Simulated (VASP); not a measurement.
# Pt (Fd-3m) in VASP: further runs

Runs on Pt. Level: LDA. Tasks: relaxation of cell and atoms.

Program: VASP 6.6.1. These are calculated values, not measurements. Logs are shortened: lines on timing, memory, paths and dates and some standing lists are left out, and cuts for length are marked.

### 1 The cell of the first run

Symmetry: Fd-3m, No. 227, cubic system. Conventional cell: a = 5.390 Å, b = 5.390 Å, c = 5.390 Å, α = 90.00°, β = 90.00°, γ = 90.00°. Pt (site symmetry -43m) has 4 Pt at 2.33 Å within 3.1 Å.

### 2 Relaxation of cell and atoms, LDA, target pressure 10 GPa, at which the enthalpy is minimised

Contents of INCAR:

```
SYSTEM = Pt
PREC = Accurate ; ENCUT = 600
EDIFF = 1E-6 ; ISMEAR = 0
SIGMA = 0.05 ; LREAL = .FALSE.
LASPH = .TRUE. ; NELM = 60
ALGO = Normal ; ISIF = 3
LWAVE = .FALSE. ; LCHARG = .FALSE.
GGA = CA ; IBRION = 2
NSW = 80 ; EDIFFG = -0.03
PSTRESS = 100.0
```

Contents of KPOINTS:

```
Automatic mesh
0
G
  7 7 7
  0 0 0
```

Contents of POSCAR:

```
Pt
1.0
    0.0000000000      2.6950000000      2.6950000000
    2.6950000000      0.0000000000      2.6950000000
    2.6950000000      2.6950000000      0.0000000000
Pt
2
Direct
    0.0000000000      0.0000000000      0.0000000000
    0.2500000000      0.2500000000      0.2500000000
```

Potentials or basis: VASP PAW LDA potentials, release 64 (Pt).

On the command line:

```console
$ cat potpaw_LDA.64/Pt/POTCAR > POTCAR
$ mpirun -np 1 vasp_std > vasp.out
```

OUTCAR:

```text
SYSTEM = Pt
   PREC = Accurate
   ENCUT = 600
   EDIFF = 1E-6
   ISMEAR = 0
   LREAL = .FALSE.
   LASPH = .TRUE.
   NELM = 60
   ISIF = 3
   GGA = CA
   IBRION = 2
   NSW = 80
   EDIFFG = -0.03
   PSTRESS = 100.0

 ion  position               nearest neighbor table
   1  0.000  0.000  0.000-   2 2.33   2 2.33   2 2.33   2 2.33
   2  0.250  0.250  0.250-   1 2.33   1 2.33   1 2.33   1 2.33

  LATTYP: Found a face centered cubic cell.
 ALAT       =     5.3900000000

  Lattice vectors:

 A1 = (   0.0000000000,   2.6950000000,   2.6950000000)
 A2 = (   2.6950000000,   0.0000000000,   2.6950000000)
 A3 = (   2.6950000000,   2.6950000000,   0.0000000000)

Analysis of symmetry for initial positions (statically):
=====================================================================
 Subroutine PRICEL returns:
 Original cell was already a primitive cell.

 Routine SETGRP: Setting up the symmetry group for a
 face centered cubic supercell.

 Subroutine GETGRP returns: Found 48 space group operations
 (whereof 24 operations were pure point group operations)
 out of a pool of 48 trial point group operations.

The static configuration has the point symmetry T_d .
 The point group associated with its full space group is O_h .

Analysis of symmetry for dynamics (positions and initial velocities):
=====================================================================
 Subroutine PRICEL returns:
 Original cell was already a primitive cell.

 Routine SETGRP: Setting up the symmetry group for a
 face centered cubic supercell.

 Subroutine GETGRP returns: Found 48 space group operations
 (whereof 24 operations were pure point group operations)
 out of a pool of 48 trial point group operations.

The dynamic configuration has the point symmetry T_d .
 The point group associated with its full space group is O_h .

 Subroutine INISYM returns: Found 48 space group operations
 (whereof 24 operations are pure point group operations),
 and found     1 'primitive' translations

----------------------------------------------------------------------------------------

                                     Primitive cell

  volume of cell :      39.1477

  direct lattice vectors                    reciprocal lattice vectors
     0.000000000  2.695000000  2.695000000    -0.185528757  0.185528757  0.185528757
     2.695000000  0.000000000  2.695000000     0.185528757 -0.185528757  0.185528757
     2.695000000  2.695000000  0.000000000     0.185528757  0.185528757 -0.185528757

  length of vectors
     3.811305551  3.811305551  3.811305551     0.321345233  0.321345233  0.321345233

  position of ions in fractional coordinates (direct lattice)
     0.000000000  0.000000000  0.000000000
     0.250000000  0.250000000  0.250000000

  ion indices of the primitive-cell ions
   primitive index   ion index
                 1           1
                 2           2

----------------------------------------------------------------------------------------

 KPOINTS: Automatic mesh

Automatic generation of k-mesh.
 Grid dimensions read from file:
 generate k-points for:    7    7    7

 Generating k-lattice:

  Cartesian coordinates                     Fractional coordinates (reciprocal lattice)
    -0.026504108  0.026504108  0.026504108     0.142857143  0.000000000  0.000000000
     0.026504108 -0.026504108  0.026504108     0.000000000  0.142857143  0.000000000
     0.026504108  0.026504108 -0.026504108     0.000000000  0.000000000  0.142857143

  Length of vectors
     0.045906462  0.045906462  0.045906462

  Shift w.r.t. Gamma in fractional coordinates (k-lattice)
     0.000000000  0.000000000  0.000000000

 Subroutine IBZKPT returns following result:
 ===========================================

 Found     20 irreducible k-points:

 Following reciprocal coordinates:
            Coordinates               Weight
  0.000000  0.000000  0.000000      1.000000
  0.142857  0.000000  0.000000      8.000000
  0.285714  0.000000  0.000000      8.000000
  0.428571  0.000000  0.000000      8.000000
  0.142857  0.142857  0.000000      6.000000
  0.285714  0.142857  0.000000     24.000000
[... 12 lines left out ...]
 -0.428571  0.428571  0.142857     24.000000
 -0.285714  0.428571  0.142857     24.000000
   k-points           NKPTS =     20   k-points in BZ     NKDIM =     20   number of bands    NBANDS=     14
   number of dos      NEDOS =    301   number of ions     NIONS =      2
   total plane-waves  NPLWV =  27000
   dimension x,y,z NGX =    30 NGY =   30 NGZ =   30
   dimension x,y,z NGXF=    60 NGYF=   60 NGZF=   60
   ions per type =               2
   NGX,Y,Z   is equivalent  to a cutoff of  13.09, 13.09, 13.09 a.u.
   NGXF,Y,Z  is equivalent  to a cutoff of  26.17, 26.17, 26.17 a.u.
 SYSTEM =  Pt
   PREC   = accura    normal or accurate (medium, high low for compatibility)
   ISTART =      0    job   : 0-new  1-cont  2-samecut
   ICHARG =      2    charge: 1-file 2-atom 10-const
   ISPIN  =      1    spin polarized calculation?
   LNONCOLLINEAR =      F non collinear calculations
   LSORBIT =      F    spin-orbit coupling
   LASPH  =      T    aspherical Exc in radial PAW
   ENCUT  =  600.0 eV  44.10 Ry    6.64 a.u.   7.61  7.61  7.61*2*pi/ulx,y,z
   NELM   =     60;   NELMIN=  2; NELMDL= -5     # of ELM steps
   EDIFF  = 0.1E-05   stopping-criterion for ELM
   LREAL  =      F    real-space projection
   EDIFFG = -.3E-01   stopping-criterion for IOM
   NSW    =     80    number of steps for IOM
   IBRION =      2    ionic relax: 0-MD 1-quasi-New 2-CG
   NFREE  =      1    steps in history (QN), initial steepest desc. (CG)
   ISIF   =      3    stress and relaxation
   ISYM   =      2    0-nonsym 1-usesym 2-fastsym
   POTIM  = 0.5000    time-step for ionic-motion
   TEBEG  =    0.0;   TEEND  =   0.0 temperature during run
   PSTRESS=  100.0 pullay stress
   NELECT =      20.0000    total number of electrons
   NUPDOWN=      -1.0000    fix difference up-down
   EMIN   =  10.00;   EMAX   =-10.00  energy-range for DOS
   EFERMI =   0.00;   METHOD = LEGACY
   ISMEAR =     0;   SIGMA  =   0.05  broadening in eV -4-tet -1-fermi 0-gaus
   EFERMI_NEDOS =   21; number of points for ismear=-14 and -15
   IALGO  =     38    algorithm
   IMIX   =      4    mixing-type and parameters
     AMIX     =   0.40;   BMIX     =  1.00
     AMIX_MAG =   1.60;   BMIX_MAG =  1.00
  volume/ion in A,a.u.               =      19.57       132.09
  Fermi-wavevector in a.u.,A,eV,Ry     =   1.308728  2.473137 23.303637  1.712769
  Thomas-Fermi vector in A             =   2.439375
   LORBIT       =      0    0 simple, 1 ext, 2 COOP (PROOUT), +10 PAW based schemes
   GGA     = CA    functional components
   LHFCALC =     F    Hartree Fock is set to
   AEXX    =    0.0000 exact exchange contribution
   IVDW    =     0    specifies the selected vdW correction
   LEPSILON=     F    determine dielectric tensor
   LRPA    =     F    only Hartree local field effects (RPA)
 conjugate gradient relaxation of ions
 non-spin polarized calculation
 Gauss-broadening in eV      SIGMA  =   0.05
  energy-cutoff  :      600.00
  volume of cell :       39.15
 maximum number of plane-waves:      1326
   NGX = 15   NGY = 15   NGZ = 15

--------------------------------------- Ionic step        1  -------------------------------------------

 number of electron      20.0000002 magnetization

 Free energy of the ion-electron system (eV)
  ---------------------------------------------------
  ext. energy  EPLUGINS =         0.00000000
  ---------------------------------------------------
  free energy    TOTEN  =       -11.93324308 eV

  energy without entropy =      -11.93038414  energy(sigma->0) =      -11.93181361

------------------------ aborting loop because EDIFF is reached ----------------------------------------

  FORCE on cell =-STRESS in cart. coord.  units (eV):
  Direction    XX          YY          ZZ          XY          YZ          ZX
  --------------------------------------------------------------------------------------
  -------------------------------------------------------------------------------------
  Total        7.0770617      7.0770617      7.0770617      0.0000000      0.0000000      0.0000000
  in kB      289.6391465    289.6391465    289.6391465      0.0000000      0.0000000      0.0000000
  external PRESSURE =     189.6391465 kB  Pullay stress =     100.0000000 kB
[... 23 lines left out ...]
  enthalpy is  TOTEN    =        -9.4898366000 eV   P V=        2.4434064830

--------------------------------------- Ionic step        2  -------------------------------------------

 number of electron      20.0000000 magnetization

 E-fermi :   3.4646     XC(G=0): -10.1856

 val. band max:        3.4607783933   @ k =   0.4286   0.1429   0.0000
 cond. band min:       3.4900537401   @ k =  -0.2857   0.1429   0.0000
 fundamental gap:      0.0292753467
 Fermi energy:         3.4645784930

 k-point     1 :       0.0000    0.0000    0.0000
  band No.  band energies     occupation
      1      -2.7276      2.00000
      2      -0.2611      2.00000
      3      -0.2611      2.00000
      4      -0.2048      2.00000
      5      -0.2048      2.00000
      6      -0.2048      2.00000
      7       1.9259      2.00000
      8       1.9259      2.00000
      9       1.9259      2.00000
     10       3.3638      1.99562
     11       3.3638      1.99562
     12      13.1255      0.00000
     13      13.6594      0.00000
     14      14.0998      0.00000
[... 394 lines left out ...]
  enthalpy is  TOTEN    =        -9.6652318873 eV   P V=        2.6673246183

--------------------------------------- Ionic step        4  -------------------------------------------

 number of electron      19.9999999 magnetization

 Free energy of the ion-electron system (eV)
  ---------------------------------------------------
  ext. energy  EPLUGINS =         0.00000000
  ---------------------------------------------------
  free energy    TOTEN  =       -12.31466516 eV

  energy without entropy =      -12.31182330  energy(sigma->0) =      -12.31324423

 E-fermi :   6.5246     XC(G=0): -11.4059

 val. band max:        6.5229674062   @ k =  -0.4286   0.4286   0.0000
 cond. band min:       6.5509373274   @ k =   0.4286   0.1429   0.0000
 fundamental gap:      0.0279699212
 Fermi energy:         6.5245518987

 k-point     1 :       0.0000    0.0000    0.0000
  band No.  band energies     occupation
      1      -1.4974      2.00000
      2       1.1475      2.00000
      3       1.1475      2.00000
      4       1.4240      2.00000
      5       1.4240      2.00000
      6       1.4240      2.00000
      7       4.2643      2.00000
      8       4.2643      2.00000
      9       4.2643      2.00000
     10       6.4751      1.83828
     11       6.4751      1.83828
     12      17.3874      0.00000
     13      17.4989      0.00000
     14      18.9791      0.00000
[... 350 lines left out ...]
  FREE ENERGIE OF THE ION-ELECTRON SYSTEM (eV)
  ---------------------------------------------------
  free  energy   TOTEN  =       -12.3146651572 eV

  energy  without entropy=      -12.3118233019  energy(sigma->0) =      -12.31324423

  enthalpy is  TOTEN    =        -9.6670439537 eV   P V=        2.6476212035

 reached required accuracy - stopping structural energy minimisation
```

Run time: 31 s. Hardware: 1 thread of Intel Xeon 6975P-C, shared host; peak memory 0.16 GiB.

Results:

| Property | Result |
| --- | --- |
| Free energy | -12.3147 eV |
| Relaxed volume | 21.21 Å³/atom |
| Relaxed cell | a = 3.915 Å, b = 3.915 Å, c = 3.915 Å, α = 60.00°, β = 60.00°, γ = 60.00° |
| Space group after relaxing (to 0.05 Å) | Fd-3m (No. 227) |
| Energy change on relaxing (the enthalpy is what falls) | -190.7 meV/atom |
| Ionic steps | 4 |
| Pressure after relaxing | 9.8 GPa |
| Band gap on the k mesh | zero (band 10 reaches 6.74 eV, above the bottom of band 11 at 6.10 eV) |

Step by step:
```csv
step,energy change (eV),largest force (eV/Å),pressure (GPa),volume (Å³)
1,0.0000,0.0000,28.96,39.15
2,0.1018,0.0000,-16.57,53.80
3,-0.3993,0.0000,8.37,42.74
4,-0.3814,0.0000,9.80,42.42
```

Final structure:
```yaml
crystal:
  lattice:
    - [0.00000, 2.76808, 2.76808]
    - [2.76808, 0.00000, 2.76808]
    - [2.76808, 2.76808, 0.00000]
  atoms:
    - { symbol: Pt, position: [0.00000, 0.00000, 0.00000] }
    - { symbol: Pt, position: [0.25000, 0.25000, 0.25000] }
```

Caveat: the cell is relaxed towards a set pressure, so the enthalpy falls and the energy may rise; spin-orbit coupling is left out, which moves the levels of the heavy elements.

### 3 Relaxation of cell and atoms, LDA, target pressure 20 GPa, at which the enthalpy is minimised

Contents of INCAR:

```
SYSTEM = Pt
PREC = Accurate
ENCUT = 600
EDIFF = 1E-7
ISMEAR = 0
SIGMA = 0.05
LREAL = .FALSE.
LASPH = .TRUE.
NELM = 60
ALGO = Normal
ISIF = 3
LWAVE = .FALSE.
LCHARG = .FALSE.
GGA = CA
IBRION = 2
NSW = 80
EDIFFG = -0.03
PSTRESS = 200.0
```

Contents of KPOINTS:

```
regular mesh
0
G
  7 7 7
  0 0 0
```

POSCAR is that of step 2.

Potentials or basis: VASP PAW LDA potentials, release 64 (Pt).

On the command line:

```console
$ cat potpaw_LDA.64/Pt/POTCAR > POTCAR
$ mpirun -np 1 vasp_std > vasp.out
```

Run time: 27 s. Hardware: 1 thread of Intel Xeon 6975P-C, shared host; peak memory 0.16 GiB.

It converged, with:

```
Free energy                                            : -12.1393 eV
Relaxed volume                                         : 20.25 Å³/atom
Relaxed cell                                           : a = 3.855 Å, b = 3.855 Å, c = 3.855 Å, α = 60.00°, β = 60.00°, γ = 60.00°
Space group after relaxing (to 0.05 Å)                 : Fd-3m (No. 227)
Energy change on relaxing (the enthalpy is what falls) : -103.0 meV/atom
Ionic steps                                            : 4
Pressure after relaxing                                : 20.0 GPa
Band gap on the k mesh                                 : zero (band 10 reaches 7.45 eV, above the bottom of band 11 at 6.77 eV)
```

The path:
```
step  energy change (eV)  largest force (eV/Å)  pressure (GPa)  volume (Å³)
   1              0.0000                0.0000           28.96        39.15
   2             -0.4476                0.0000           -2.40        45.69
   3             -0.2148                0.0000           19.55        40.58
   4             -0.2061                0.0000           19.97        40.50
```

Final structure:
```xyz
2
Lattice="0.0000 2.7258 2.7258 2.7258 0.0000 2.7258 2.7258 2.7258 0.0000" Properties=species:S:1:pos:R:3 pbc="T T T"
Pt    0.0000    0.0000    0.0000
Pt    1.3629    1.3629    1.3629
```

Levels at points of the mesh, in eV from the Fermi level:
| k point | band 7 | band 8 | band 9 | band 10 | band 11 | band 12 | band 13 | band 14 |
| --- | --- | --- | --- | --- | --- | --- | --- | --- |
| (0.00, 0.00, 0.00) | -2.43 | -2.43 | -2.43 | -0.04 | -0.04 | 10.98 | 11.14 | 12.67 |

Caveat: the cell is relaxed towards a set pressure, so the enthalpy falls and the energy may rise; spin-orbit coupling is left out, which moves the levels of the heavy elements.

### 4 Relaxation of cell and atoms, LDA, target pressure 30 GPa, at which the enthalpy is minimised

Contents of INCAR:

```
  PREC = Accurate
  ENCUT = 600
  EDIFF = 1E-7
  ISMEAR = 0
  SIGMA = 0.05
  LREAL = F
  LASPH = T
  NELM = 60
  ALGO = Normal
  ISIF = 3
  LWAVE = F
  LCHARG = F
  IBRION = 2
  NSW = 80
  EDIFFG = -0.03
  PSTRESS = 300.0
```

Contents of KPOINTS:

```
Automatic mesh
0
Gamma
  7 7 7
```

POSCAR is that of step 3.

On the command line:

```console
$ cat potpaw_LDA.64/Pt/POTCAR > POTCAR
$ mpirun -np 1 vasp_std > vasp.out
```

It took 19 s on 1 thread of Intel Xeon 6975P-C, shared host; peak memory 0.15 GiB.

Results (log left out):

```
Free energy                                            : -11.9073 eV
Relaxed volume                                         : 19.50 Å³/atom
Relaxed cell                                           : a = 3.807 Å, b = 3.807 Å, c = 3.807 Å, α = 60.00°, β = 60.00°, γ = 60.00°
Space group after relaxing (to 0.05 Å)                 : Fd-3m (No. 227)
Energy change on relaxing (the enthalpy is what falls) : +13.0 meV/atom
Ionic steps                                            : 3
Pressure after relaxing                                : 30.0 GPa
Band gap on the k mesh                                 : zero (band 10 reaches 8.06 eV, above the bottom of band 11 at 7.35 eV)
```

Step by step:
| step | energy change (eV) | largest force (eV/Å) | pressure (GPa) | volume (Å³) |
| --- | --- | --- | --- | --- |
| 1 | 0.0000 | 0.0000 | 28.96 | 39.15 |
| 2 | 0.1406 | 0.0000 | 34.39 | 38.44 |
| 3 | 0.0259 | 0.0000 | 30.00 | 39.01 |

Final structure:
```cif
data_structure
_symmetry_space_group_name_H-M 'P 1'
_symmetry_Int_Tables_number 1
_cell_length_a 3.8067
_cell_length_b 3.8067
_cell_length_c 3.8067
_cell_angle_alpha 60.000
_cell_angle_beta 60.000
_cell_angle_gamma 60.000
_cell_volume 39.01
loop_
_atom_site_label
_atom_site_type_symbol
_atom_site_fract_x
_atom_site_fract_y
_atom_site_fract_z
_atom_site_occupancy
Pt1 Pt 0.00000 0.00000 0.00000 1
Pt2 Pt 0.25000 0.25000 0.25000 1
```

Levels at points of the mesh, in eV from the Fermi level:
```tsv
k point	band 8	band 9	band 10	band 11	band 12	band 13
(0.00, 0.00, 0.00)	-2.58	-2.58	-0.03	-0.03	11.08	11.25
```

Caveat: the cell is relaxed towards a set pressure, so the enthalpy falls and the energy may rise; spin-orbit coupling is left out, which moves the levels of the heavy elements.

### 5 Summary

| cell | gap on the mesh (eV) | pressure (GPa) |
| --- | --- | --- |
| relaxed to 10 GPa | none | 9.8 |
| relaxed to 20 GPa | none | 20.0 |
| relaxed to 30 GPa | none | 30.0 |

Alike in all rows: task relaxation of cell and atoms; level LDA; potentials or basis VASP PAW LDA potentials, release 64 (Pt); no spin polarisation; k mesh 7 × 7 × 7; cutoff (eV) 600; smearing gaussian 0.05 eV.

Caveats: the cell is relaxed towards a set pressure, so the enthalpy falls and the energy may rise; spin-orbit coupling is left out, which moves the levels of the heavy elements.

Absolute energies hang on the potentials; compare differences alone.
